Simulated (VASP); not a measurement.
# HgS (F-43m) in VASP: a series of runs

HgS is run at these levels: PBE; tasks: single point, relaxation of cell and atoms.

All numbers are computed with VASP 6.6.1; they aren't measurements. Logs are shortened: lines on timing, memory, paths and dates and some standing lists are left out, and cuts for length are marked.

## 1. The cell of the first run

Symmetry: F-43m, No. 216, cubic system. Conventional cell: a = 5.991 Å, b = 5.991 Å, c = 5.991 Å, α = 90.00°, β = 90.00°, γ = 90.00°. Hg (site symmetry -43m) has 4 S at 2.59 Å within 3.4 Å. Within 3.4 Å of S (site symmetry -43m) lie 4 Hg at 2.59 Å.

## 2. Single point, PBE

Contents of INCAR:

```
PREC = Accurate ; ENCUT = 500
EDIFF = 1E-6 ; ISMEAR = 0
SIGMA = 0.1 ; LREAL = F
LASPH = T ; NELM = 120
ALGO = Normal ; ISIF = 2
LWAVE = F ; LCHARG = F
GGA = PE ; NBANDS = 16
GGA_COMPAT = F
```

Contents of KPOINTS:

```
Automatic mesh
0
Gamma
  12 12 12
```

Contents of POSCAR:

```
HgS
1.0
    0.0000000000      2.9957456632      2.9957456632
    2.9957456632      0.0000000000      2.9957456632
    2.9957456632      2.9957456632      0.0000000000
Hg S
1 1
Direct
    0.0000000000      0.0000000000      0.0000000000
    0.7500000000      0.7500000000      0.7500000000
```

Potentials or basis: VASP PAW PBE potentials, release 64 (Hg, S).

Command:

```console
$ cat potpaw_PBE.64/Hg/POTCAR potpaw_PBE.64/S/POTCAR > POTCAR
$ mpirun -np 1 vasp_std > vasp.out
```

OUTCAR:

```text
PREC = Accurate
   ENCUT = 500
   EDIFF = 1E-6
   ISMEAR = 0
   LREAL = F
   LASPH = T
   NELM = 120
   ISIF = 2
   GGA = PE

 ion  position               nearest neighbor table
   1  0.000  0.000  0.000-   2 2.59   2 2.59   2 2.59   2 2.59
   2  0.750  0.750  0.750-   1 2.59   1 2.59   1 2.59   1 2.59

  LATTYP: Found a face centered cubic cell.
 ALAT       =     5.9914913264

  Lattice vectors:

 A1 = (   0.0000000000,   2.9957456632,   2.9957456632)
 A2 = (   2.9957456632,   0.0000000000,   2.9957456632)
 A3 = (   2.9957456632,   2.9957456632,   0.0000000000)

Analysis of symmetry for initial positions (statically):
=====================================================================
 Subroutine PRICEL returns:
 Original cell was already a primitive cell.

 Routine SETGRP: Setting up the symmetry group for a
 face centered cubic supercell.

 Subroutine GETGRP returns: Found 24 space group operations
 (whereof 24 operations were pure point group operations)
 out of a pool of 48 trial point group operations.

The static configuration has the point symmetry T_d .

Analysis of symmetry for dynamics (positions and initial velocities):
=====================================================================
 Subroutine PRICEL returns:
 Original cell was already a primitive cell.

 Routine SETGRP: Setting up the symmetry group for a
 face centered cubic supercell.

 Subroutine GETGRP returns: Found 24 space group operations
 (whereof 24 operations were pure point group operations)
 out of a pool of 48 trial point group operations.

The dynamic configuration has the point symmetry T_d .

 Subroutine INISYM returns: Found 24 space group operations
 (whereof 24 operations are pure point group operations),
 and found     1 'primitive' translations

----------------------------------------------------------------------------------------

                                     Primitive cell

  volume of cell :      53.7706

  direct lattice vectors                    reciprocal lattice vectors
     0.000000000  2.995745663  2.995745663    -0.166903354  0.166903354  0.166903354
     2.995745663  0.000000000  2.995745663     0.166903354 -0.166903354  0.166903354
     2.995745663  2.995745663  0.000000000     0.166903354  0.166903354 -0.166903354

  length of vectors
[... 74 lines left out ...]
   ISTART =      0    job   : 0-new  1-cont  2-samecut
   ICHARG =      2    charge: 1-file 2-atom 10-const
   ISPIN  =      1    spin polarized calculation?
   LNONCOLLINEAR =      F non collinear calculations
   LSORBIT =      F    spin-orbit coupling
   LASPH  =      T    aspherical Exc in radial PAW
   ENCUT  =  500.0 eV  36.75 Ry    6.06 a.u.   7.72  7.72  7.72*2*pi/ulx,y,z
   NELM   =    120;   NELMIN=  2; NELMDL= -5     # of ELM steps
   EDIFF  = 0.1E-05   stopping-criterion for ELM
   LREAL  =      F    real-space projection
   EDIFFG = 0.1E-04   stopping-criterion for IOM
   NSW    =      0    number of steps for IOM
   IBRION =     -1    ionic relax: 0-MD 1-quasi-New 2-CG
   NFREE  =      0    steps in history (QN), initial steepest desc. (CG)
   ISIF   =      2    stress and relaxation
   ISYM   =      2    0-nonsym 1-usesym 2-fastsym
   POTIM  = 0.5000    time-step for ionic-motion
   TEBEG  =    0.0;   TEEND  =   0.0 temperature during run
   PSTRESS=    0.0 pullay stress
   NELECT =      18.0000    total number of electrons
   NUPDOWN=      -1.0000    fix difference up-down
   EMIN   =  10.00;   EMAX   =-10.00  energy-range for DOS
   EFERMI =   0.00;   METHOD = LEGACY
   ISMEAR =     0;   SIGMA  =   0.10  broadening in eV -4-tet -1-fermi 0-gaus
   EFERMI_NEDOS =   21; number of points for ismear=-14 and -15
   IALGO  =     38    algorithm
   IMIX   =      4    mixing-type and parameters
     AMIX     =   0.40;   BMIX     =  1.00
     AMIX_MAG =   1.60;   BMIX_MAG =  1.00
  volume/ion in A,a.u.               =      26.89       181.43
  Fermi-wavevector in a.u.,A,eV,Ry     =   1.136713  2.148076 17.580304  1.292116
  Thomas-Fermi vector in A             =   2.273418
   LORBIT       =      0    0 simple, 1 ext, 2 COOP (PROOUT), +10 PAW based schemes
   GGA     = PE    functional components
   LHFCALC =     F    Hartree Fock is set to
   AEXX    =    0.0000 exact exchange contribution
   IVDW    =     0    specifies the selected vdW correction
   LEPSILON=     F    determine dielectric tensor
   LRPA    =     F    only Hartree local field effects (RPA)
 non-spin polarized calculation
 Gauss-broadening in eV      SIGMA  =   0.10
  energy-cutoff  :      500.00
  volume of cell :       53.77
 maximum number of plane-waves:      1384
   NGX = 15   NGY = 15   NGZ = 15

 number of electron      18.0000000 magnetization

 Free energy of the ion-electron system (eV)
  ---------------------------------------------------
  ext. energy  EPLUGINS =         0.00000000
  ---------------------------------------------------
  free energy    TOTEN  =        -4.55558187 eV

  energy without entropy =       -4.55541494  energy(sigma->0) =       -4.55549841

 E-fermi :   1.5075     XC(G=0):  -8.9592

 val. band max:        1.4324646468   @ k =   0.0000   0.0000   0.0000
 cond. band min:       1.8917144223   @ k =   0.0833   0.0000   0.0000
 fundamental gap:      0.4592497755
 Fermi energy:         1.5074610096

 k-point     1 :       0.0000    0.0000    0.0000
  band No.  band energies     occupation
      1     -11.3350      2.00000
      2      -5.2451      2.00000
      3      -5.2451      2.00000
      4      -5.2451      2.00000
      5      -4.4723      2.00000
      6      -4.4723      2.00000
[... 433 lines left out ...]
      3      -4.9908      2.00000
      4      -4.4934      2.00000
      5      -4.4329      2.00000
      6      -4.1338      2.00000
[... 8 lines left out ...]
     15      12.8770      0.00000
     16      13.5295      0.00000

 [... further k-points ...]
[... 5 lines left out ...]
  --------------------------------------------------------------------------------------
  -------------------------------------------------------------------------------------
  Total        0.0772850      0.0772850      0.0772850      0.0000000      0.0000000      0.0000000
  in kB        2.3028244      2.3028244      2.3028244      0.0000000      0.0000000      0.0000000
  external PRESSURE =       2.3028244 kB  Pullay stress =       0.0000000 kB

 VOLUME and BASIS-vectors are now :
 -----------------------------------------------------------------------------
  energy-cutoff  :      500.00
  volume of cell :       53.77
      direct lattice vectors                 reciprocal lattice vectors
     0.000000000  2.995745663  2.995745663    -0.166903354  0.166903354  0.166903354
     2.995745663  0.000000000  2.995745663     0.166903354 -0.166903354  0.166903354
     2.995745663  2.995745663  0.000000000     0.166903354  0.166903354 -0.166903354

 POSITION                                       TOTAL-FORCE (eV/Angst)
 -----------------------------------------------------------------------------------
      0.00000      0.00000      0.00000         0.000000      0.000000      0.000000
      4.49362      4.49362      4.49362        -0.000000     -0.000000     -0.000000
 -----------------------------------------------------------------------------------
    total drift:                                0.000000      0.000000      0.000000

  FREE ENERGIE OF THE ION-ELECTRON SYSTEM (eV)
  ---------------------------------------------------
  free  energy   TOTEN  =        -4.5555818699 eV

  energy  without entropy=       -4.5554149423  energy(sigma->0) =       -4.55549841
```

stdout:

```text
POSCAR found type information on POSCAR HgS
 POSCAR found :  2 types and       2 ions
 scaLAPACK will be used
 LDA part: xc-table for (Slater+PW92), standard interpolation
 POSCAR, INCAR and KPOINTS ok, starting setup
 FFT: planning ... GRIDC
 FFT: planning ... GRID_SOFT
 FFT: planning ... GRID
 WAVECAR not read
 entering main loop
```

Wall time 72 s (1 thread of AMD EPYC 7R43 (Zen 3), shared host); peak memory 0.18 GiB.

Results:

```yaml
Free_energy: -4.5556 eV
Pressure: 0.2 GPa
Band_gap_on_the_k_mesh: zero (filled and empty bands touch)
```

Levels at points of the mesh, in eV from the Fermi level:
```
           k point  band 7  band 8  band 9  band 10  band 11  band 12
(0.00, 0.00, 0.00)   -0.61   -0.07   -0.07    -0.07     6.05     6.05
(0.50, 0.00, 0.00)   -5.10   -0.92   -0.92     1.49     6.72     6.73
(0.50, 0.50, 0.00)   -4.62   -2.12   -2.12     3.05     3.50     8.37
```

Caveat: spin-orbit coupling is left out, which moves the levels of the heavy elements.

## 3. Relaxation of cell and atoms, PBE

This run uses another cell than the first one, of 25.13 Å³/atom, 0.935 times its volume.

Contents of INCAR:

```
ALGO = Normal
EDIFF = 1E-7
EDIFFG = -0.005
ENCUT = 500
GGA = PE
GGA_COMPAT = F
IBRION = 2
ISIF = 3
ISMEAR = 0
LASPH = T
LCHARG = F
LREAL = F
LWAVE = F
NELM = 120
NELMIN = 4
NSW = 100
PREC = Accurate
SIGMA = 0.1
```

Contents of KPOINTS:

```
k-points
0
Gamma
  12 12 12
```

Contents of POSCAR:

```
HgS
1.0
    0.0000000000      2.9289995691      2.9289995691
    2.9289995691      0.0000000000      2.9289995691
    2.9289995691      2.9289995691      0.0000000000
Hg S
1 1
Direct
    0.0000000000      0.0000000000      0.0000000000
    0.7500000000      0.7500000000      0.7500000000
```

Potentials or basis: VASP PAW PBE potentials, release 64 (Hg, S).

Command:

```console
$ cat potpaw_PBE.64/Hg/POTCAR potpaw_PBE.64/S/POTCAR > POTCAR
$ mpirun -np 1 vasp_std > vasp.out
```

Wall time 2.4 min (1 thread of AMD EPYC 7R43 (Zen 3), shared host); peak memory 0.17 GiB.

It converged, with:

| Item | Value |
| --- | --- |
| Free energy | -4.5544 eV |
| Relaxed volume | 27.01 Å³/atom |
| Relaxed cell | a = 4.243 Å, b = 4.243 Å, c = 4.243 Å, α = 60.00°, β = 60.00°, γ = 60.00° |
| Space group after relaxing (to 0.05 Å) | F-43m (No. 216) |
| Energy gained by relaxing | 23.7 meV/atom |
| Ionic steps | 3 |
| Pressure after relaxing | 0.0 GPa |
| Band gap on the k mesh | zero (filled and empty bands touch) |

The path:
| step | energy change (eV) | largest force (eV/Å) | pressure (GPa) | volume (Å³) |
| --- | --- | --- | --- | --- |
| 1 | 0.0000 | 0.0000 | 4.34 | 50.26 |
| 2 | -0.0425 | 0.0000 | -1.16 | 55.37 |
| 3 | -0.0475 | 0.0000 | 0.01 | 54.01 |

Final structure:
```
Hg S
1.0
     0.00000    3.00022    3.00022
     3.00022    0.00000    3.00022
     3.00022    3.00022    0.00000
Hg S
1 1
Direct
  0.00000 0.00000 0.00000
  0.75000 0.75000 0.75000
```

Levels at points of the mesh, in eV from the Fermi level:
```
           k point  band 6  band 7  band 8  band 9  band 10  band 11  band 12  band 13
(0.00, 0.00, 0.00)   -5.96   -0.62   -0.08   -0.08    -0.08     6.06     6.06     6.06
(0.50, 0.00, 0.00)   -5.62   -5.07   -0.92   -0.92     1.49     6.71     6.73     6.73
(0.50, 0.50, 0.00)   -5.60   -4.60   -2.10   -2.10     3.04     3.51     8.37     9.83
```

Caveat: spin-orbit coupling is left out, which moves the levels of the heavy elements. Zero-point motion and thermal expansion aren't in these numbers.
